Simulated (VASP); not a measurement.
Ho, 1 atom in the cell. The structure is cubic, space group Im-3m (No. 229). Conventional cell: a = 3.981 Å, b = 3.981 Å, c = 3.981 Å, α = 90.00°, β = 90.00°, γ = 90.00°. Ho (site symmetry m-3m) has 14 Ho at 3.45 to 3.98 Å within 4.5 Å. This isn't the form of Ho at room conditions, which is hcp.

| Item | Value |
| --- | --- |
| Program | VASP 6.6.1 |
| Task | single point |
| Functional | PBEsol |
| Potentials or basis | VASP PAW PBE potentials, release 64 (Ho) |
| Cutoff | 600 eV |
| k mesh | 5 × 5 × 5 |
| Occupations | fermi-dirac, width 0.1 eV |
| Spin | collinear spin, ferromagnetic start |
| Starting moments | [4.0] μB |
| Dipole correction | no |
| Further INCAR settings | ALGO = Normal; EDIFF = 1e-06; NBANDS = 20 |

Potentials or basis: VASP PAW PBE potentials, release 64 (Ho).

Launch:

```sh
$ cat potpaw_PBE.64/Ho/POTCAR > POTCAR
$ mpirun -np 1 vasp_std > vasp.out
```

Hardware: 1 thread of Intel(R) Xeon(R) 6975P-C (Granite Rapids), with other jobs on the host.

Question: Estimate the wall time of this run.

Answer: It took 25 s on 1 thread of Intel(R) Xeon(R) 6975P-C (Granite Rapids) (shared host), peak memory 0.18 GiB. Counts: scf iterations 31, k points 10.
